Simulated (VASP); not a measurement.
# CuSn5 (P-3m1) in VASP: single point with PBEsol

Aim: the single point of CuSn5 with PBEsol.

All numbers are computed with VASP 6.6.1; they aren't measurements. Logs are shortened: lines on timing, memory, paths and dates and some standing lists are left out, and cuts for length are marked.

## Step 1: The cell of the first run

It takes space group P-3m1 (No. 164, trigonal). The conventional cell has a = 3.499 Å, b = 3.499 Å, c = 14.373 Å, α = 90.00°, β = 90.00°, γ = 120.00°. Within 3.6 Å of Cu (site symmetry -3m) lie 6 Sn at 2.73 Å and 6 Cu at 3.50 Å. Sn (site symmetry 3m) has 3 Cu at 2.73 Å and 9 Sn at 3.33 to 3.50 Å within 3.6 Å. Sn (site symmetry 3m) has 12 Sn at 3.33 to 3.50 Å within 4.4 Å. Sn (site symmetry -3m) has 12 Sn at 3.37 to 3.50 Å within 4.4 Å.

## Step 2: Single point, PBEsol

Contents of POSCAR:

```
CuSn5
1.0
    3.4991953593      0.0000000000      0.0000000000
   -1.7495976796      3.0303920739      0.0000000000
    0.0000000000      0.0000000000     14.3725699822
Cu Sn
1 5
Direct
    0.0000000000      0.0000000000      0.5000000000
    0.6666666667      0.3333333333      0.6278965835
    0.3333333333      0.6666666667      0.3721034165
    0.6666666667      0.3333333333      0.1878780098
    0.0000000000      0.0000000000      0.0000000000
    0.3333333333      0.6666666667      0.8121219902
```

Contents of INCAR.step1:

```
PREC = Accurate ; ENCUT = 520
EDIFF = 1E-7 ; ISMEAR = 0
SIGMA = 0.1 ; LREAL = F
LASPH = T ; NELM = 60
ALGO = Fast ; ISIF = 2
LWAVE = F ; LCHARG = T
LMAXMIX = 4 ; GGA = PS
NBANDS = 50
```

Contents of KPOINTS.step1:

```
regular mesh
0
Gamma
  12 12 4
```

Contents of INCAR.step2:

```
PREC = Accurate ; ENCUT = 520
EDIFF = 1E-7 ; ISMEAR = -5
SIGMA = 0.1 ; LREAL = F
LASPH = T ; NELM = 60
ALGO = Fast ; ISIF = 2
LWAVE = F ; LCHARG = F
LMAXMIX = 4 ; GGA = PS
LORBIT = 11 ; NBANDS = 50
NEDOS = 2001 ; ICHARG = 11
```

Contents of KPOINTS.step2:

```
regular mesh
0
Gamma
  18 18 6
```

Potentials or basis: VASP PAW PBE potentials, release 64 (Cu, Sn_d).

On the command line:

```bash
$ cat potpaw_PBE.64/Cu/POTCAR potpaw_PBE.64/Sn_d/POTCAR > POTCAR
$ cp INCAR.step1 INCAR
$ cp KPOINTS.step1 KPOINTS
$ mpirun -np 1 vasp_std > vasp.out
$ cp INCAR.step2 INCAR
$ cp KPOINTS.step2 KPOINTS
$ mpirun -np 1 vasp_std > vasp.out
```

OUTCAR:

```text
PREC = Accurate
   ENCUT = 520
   EDIFF = 1E-7
   ISMEAR = -5
   LREAL = F
   LASPH = T
   NELM = 60
   ISIF = 2
   GGA = PS
   LORBIT = 11
   ICHARG = 11

 ion  position               nearest neighbor table
   1  0.000  0.000  0.500-   2 2.73   3 2.73   3 2.73   2 2.73   2 2.73   3 2.73
   2  0.667  0.333  0.628-   1 2.73   1 2.73   1 2.73   6 3.33   6 3.33   6 3.33
   3  0.333  0.667  0.372-   1 2.73   1 2.73   1 2.73   4 3.33   4 3.33   4 3.33
   4  0.667  0.333  0.188-   3 3.33   3 3.33   3 3.33   5 3.37   5 3.37   5 3.37
   5  0.000  0.000  0.000-   4 3.37   6 3.37   6 3.37   4 3.37   4 3.37   6 3.37
   6  0.333  0.667  0.812-   2 3.33   2 3.33   2 3.33   5 3.37   5 3.37   5 3.37

  LATTYP: Found a hexagonal cell.
 ALAT       =     3.4991953593
 C/A-ratio  =     4.1073928450

  Lattice vectors:

 A1 = (   3.4991953593,   0.0000000000,   0.0000000000)
 A2 = (  -1.7495976796,   3.0303920739,   0.0000000000)
 A3 = (   0.0000000000,   0.0000000000,  14.3725699822)

Analysis of symmetry for initial positions (statically):
=====================================================================
 Subroutine PRICEL returns:
 Original cell was already a primitive cell.

 Routine SETGRP: Setting up the symmetry group for a
 hexagonal supercell.

 Subroutine GETGRP returns: Found 12 space group operations
 (whereof 12 operations were pure point group operations)
 out of a pool of 24 trial point group operations.

The static configuration has the point symmetry D_3d.

Analysis of symmetry for dynamics (positions and initial velocities):
=====================================================================
 Subroutine PRICEL returns:
 Original cell was already a primitive cell.

 Routine SETGRP: Setting up the symmetry group for a
 hexagonal supercell.

 Subroutine GETGRP returns: Found 12 space group operations
 (whereof 12 operations were pure point group operations)
 out of a pool of 24 trial point group operations.

The dynamic configuration has the point symmetry D_3d.

 Subroutine INISYM returns: Found 12 space group operations
 (whereof 12 operations are pure point group operations),
 and found     1 'primitive' translations

----------------------------------------------------------------------------------------

                                     Primitive cell

  volume of cell :     152.4058

  direct lattice vectors                    reciprocal lattice vectors
     3.499195359  0.000000000  0.000000000     0.285779986  0.164995152  0.000000000
    -1.749597680  3.030392074  0.000000000     0.000000000  0.329990303  0.000000000
     0.000000000  0.000000000 14.372569982     0.000000000  0.000000000  0.069576979

  length of vectors
     3.499195359  3.499195359 14.372569982     0.329990303  0.329990303  0.069576979

  position of ions in fractional coordinates (direct lattice)
     0.000000000  0.000000000  0.500000000
     0.666666667  0.333333333  0.627896583
     0.333333333  0.666666667  0.372103417
     0.666666667  0.333333333  0.187878010
     0.000000000  0.000000000  0.000000000
     0.333333333  0.666666667  0.812121990

  ion indices of the primitive-cell ions
   primitive index   ion index
                 1           1
                 2           2
                 3           3
                 4           4
                 5           5
                 6           6

----------------------------------------------------------------------------------------

 KPOINTS: regular mesh

Automatic generation of k-mesh.
 Grid dimensions read from file:
 generate k-points for:   18   18    6

 Generating k-lattice:

  Cartesian coordinates                     Fractional coordinates (reciprocal lattice)
     0.015876666  0.009166397  0.000000000     0.055555556  0.000000000  0.000000000
     0.000000000  0.018332795  0.000000000     0.000000000  0.055555556  0.000000000
     0.000000000  0.000000000  0.011596163     0.000000000  0.000000000  0.166666667

  Length of vectors
     0.018332795  0.018332795  0.011596163

  Shift w.r.t. Gamma in fractional coordinates (k-lattice)
     0.000000000  0.000000000  0.000000000

 TETIRR: Found   2825 inequivalent tetrahedra from    11664

 Subroutine IBZKPT returns following result:
 ===========================================

 Found    202 irreducible k-points:

 Following reciprocal coordinates:
            Coordinates               Weight
  0.000000  0.000000  0.000000      1.000000
  0.055556 -0.000000  0.000000      6.000000
  0.111111 -0.000000  0.000000      6.000000
  0.166667  0.000000  0.000000      6.000000
  0.222222  0.000000  0.000000      6.000000
  0.277778  0.000000  0.000000      6.000000
[... 16 lines left out ...]
  0.333333  0.111111  0.000000     12.000000
  0.388889  0.111111  0.000000     12.000000
 [... further k-points ...]
   k-points           NKPTS =    202   k-points in BZ     NKDIM =    202   number of bands    NBANDS=     50
   number of dos      NEDOS =   2001   number of ions     NIONS =      6
   total plane-waves  NPLWV =  84672
   dimension x,y,z NGX =    28 NGY =   28 NGZ =  108
   dimension x,y,z NGXF=    56 NGYF=   56 NGZF=  216
   ions per type =               1   5
   NGX,Y,Z   is equivalent  to a cutoff of  13.30, 13.30, 12.49 a.u.
   NGXF,Y,Z  is equivalent  to a cutoff of  26.61, 26.61, 24.98 a.u.
 SYSTEM =  unknown system
   PREC   = accura    normal or accurate (medium, high low for compatibility)
   ISTART =      0    job   : 0-new  1-cont  2-samecut
   ICHARG =     11    charge: 1-file 2-atom 10-const
   ISPIN  =      1    spin polarized calculation?
   LNONCOLLINEAR =      F non collinear calculations
   LSORBIT =      F    spin-orbit coupling
   LASPH  =      T    aspherical Exc in radial PAW
   ENCUT  =  520.0 eV  38.22 Ry    6.18 a.u.   6.51  6.51 26.72*2*pi/ulx,y,z
   NELM   =     60;   NELMIN=  2; NELMDL=  0     # of ELM steps
   EDIFF  = 0.1E-06   stopping-criterion for ELM
   LREAL  =      F    real-space projection
   EDIFFG = 0.1E-05   stopping-criterion for IOM
   NSW    =      0    number of steps for IOM
   IBRION =     -1    ionic relax: 0-MD 1-quasi-New 2-CG
   NFREE  =      0    steps in history (QN), initial steepest desc. (CG)
   ISIF   =      2    stress and relaxation
   ISYM   =      2    0-nonsym 1-usesym 2-fastsym
   POTIM  = 0.5000    time-step for ionic-motion
   TEBEG  =    0.0;   TEEND  =   0.0 temperature during run
   PSTRESS=    0.0 pullay stress
   NELECT =      81.0000    total number of electrons
   NUPDOWN=      -1.0000    fix difference up-down
   EMIN   =  10.00;   EMAX   =-10.00  energy-range for DOS
   EFERMI =   0.00;   METHOD = LEGACY
   ISMEAR =    -5;   SIGMA  =   0.10  broadening in eV -4-tet -1-fermi 0-gaus
   EFERMI_NEDOS =   21; number of points for ismear=-14 and -15
   IALGO  =     68    algorithm
   IMIX   =      4    mixing-type and parameters
     AMIX     =   0.40;   BMIX     =  1.00
     AMIX_MAG =   1.60;   BMIX_MAG =  1.00
  volume/ion in A,a.u.               =      25.40       171.41
  Fermi-wavevector in a.u.,A,eV,Ry     =   1.326079  2.505926 23.925643  1.758485
  Thomas-Fermi vector in A             =   2.455492
   LORBIT       =     11    0 simple, 1 ext, 2 COOP (PROOUT), +10 PAW based schemes
   GGA     = PS    functional components
   LHFCALC =     F    Hartree Fock is set to
   AEXX    =    0.0000 exact exchange contribution
   IVDW    =     0    specifies the selected vdW correction
   LEPSILON=     F    determine dielectric tensor
   LRPA    =     F    only Hartree local field effects (RPA)
 non-spin polarized calculation
 RMM-DIIS sequential band-by-band and
 Fermi weights with tetrahedron method with Bloechl corrections
  energy-cutoff  :      520.00
  volume of cell :      152.41
 maximum number of plane-waves:      4170
 NGX is ok and might be reduce to    28

 number of electron      81.0000004 magnetization

 Free energy of the ion-electron system (eV)
  ---------------------------------------------------
  ext. energy  EPLUGINS =         0.00000000
  ---------------------------------------------------
  free energy    TOTEN  =       -25.08817708 eV

  energy without entropy =      -25.08817708  energy(sigma->0) =      -25.08817708

 E-fermi :   7.5730     XC(G=0): -10.5395

 val. band max:        7.6154149670   @ k =   0.2778   0.1111   0.1667
 cond. band min:       7.4174197849   @ k =   0.0000   0.3889   0.1667
 fundamental gap:     -0.1979951821
 Fermi energy:         7.5730416782

 k-point     1 :       0.0000    0.0000    0.0000
  band No.  band energies     occupation
      1     -13.9136      2.00000
      2     -13.9092      2.00000
      3     -13.9092      2.00000
      4     -13.8850      2.00000
      5     -13.8850      2.00000
      6     -13.8548      2.00000
[... 42 lines left out ...]
     49      14.0595      0.00000
     50      14.7662      0.00000

 k-point     2 :       0.0556   -0.0000    0.0000
  band No.  band energies     occupation
      1     -13.9134      2.00000
      2     -13.9096      2.00000
      3     -13.9067      2.00000
      4     -13.8859      2.00000
      5     -13.8836      2.00000
      6     -13.8564      2.00000
[... 42 lines left out ...]
     49      14.2978      0.00000
     50      14.4538      0.00000

 k-point     3 :       0.1111   -0.0000    0.0000
  band No.  band energies     occupation
      1     -13.9167      2.00000
      2     -13.9069      2.00000
      3     -13.9001      2.00000
      4     -13.8885      2.00000
      5     -13.8794      2.00000
      6     -13.8585      2.00000
[... 1102 lines left out ...]
     49      11.0949      0.00000
     50      12.1622      0.00000

 k-point    24 :       0.3889    0.1111    0.0000
  band No.  band energies     occupation
      1     -13.9495      2.00000
      2     -13.9154      2.00000
      3     -13.9015      2.00000
      4     -13.8886      2.00000
      5     -13.8834      2.00000
      6     -13.8649      2.00000
[... 42 lines left out ...]
     49      10.7478      0.00000
     50      12.4232      0.00000

 [... further k-points ...]

------------------------ aborting loop because EDIFF is reached ----------------------------------------

  FORCE on cell =-STRESS in cart. coord.  units (eV):
  Direction    XX          YY          ZZ          XY          YZ          ZX
  --------------------------------------------------------------------------------------
  -------------------------------------------------------------------------------------
  Total       -2.8438567     -2.8438567     -2.5702153     -0.0000000      0.0000000     -0.0000000
  in kB      -29.8962592    -29.8962592    -27.0195836     -0.0000000      0.0000000     -0.0000000
  external PRESSURE =     -28.9373674 kB  Pullay stress =       0.0000000 kB

 VOLUME and BASIS-vectors are now :
 -----------------------------------------------------------------------------
  energy-cutoff  :      520.00
  volume of cell :      152.41
      direct lattice vectors                 reciprocal lattice vectors
     3.499195359  0.000000000  0.000000000     0.285779986  0.164995152  0.000000000
    -1.749597680  3.030392074  0.000000000     0.000000000  0.329990303  0.000000000
     0.000000000  0.000000000 14.372569982     0.000000000  0.000000000  0.069576979

 POSITION                                       TOTAL-FORCE (eV/Angst)
 -----------------------------------------------------------------------------------
      0.00000      0.00000      7.18628         0.000000      0.000000      0.000000
      1.74960      1.01013      9.02449        -0.000000      0.000000     -0.114251
     -0.00000      2.02026      5.34808         0.000000     -0.000000      0.114251
      1.74960      1.01013      2.70029         0.000000      0.000000      0.019898
      0.00000      0.00000      0.00000         0.000000      0.000000      0.000000
     -0.00000      2.02026     11.67228        -0.000000      0.000000     -0.019898
 -----------------------------------------------------------------------------------
    total drift:                               -0.000000      0.000000     -0.000000

  FREE ENERGIE OF THE ION-ELECTRON SYSTEM (eV)
  ---------------------------------------------------
  free  energy   TOTEN  =       -25.0881770783 eV

  energy  without entropy=      -25.0881770783  energy(sigma->0) =      -25.08817708

 total charge

# of ion       s       p       d       tot
------------------------------------------
    1        0.457   0.292   9.186   9.935
    2        1.253   0.959   9.985  12.198
    3        1.253   0.959   9.985  12.198
    4        1.300   0.854   9.968  12.122
    5        1.306   0.831   9.969  12.106
    6        1.300   0.854   9.968  12.122
--------------------------------------------------
tot          6.870   4.750  59.061  70.681
```

Run time: 26 min. Hardware: 1 thread of AMD EPYC 9R45 (Zen 5), shared host; peak memory 1.1 GiB.

Results:

```yaml
Valence_electrons_inside_the_program's_atomic_spheres: Cu 9.94; Sn 12.20, 12.12, 12.11 (each value once)
```

Caveat: the PAW data sets were made with another functional, which shifts forces and pressure a little; spin-orbit coupling is left out, which moves the levels of the heavy elements.
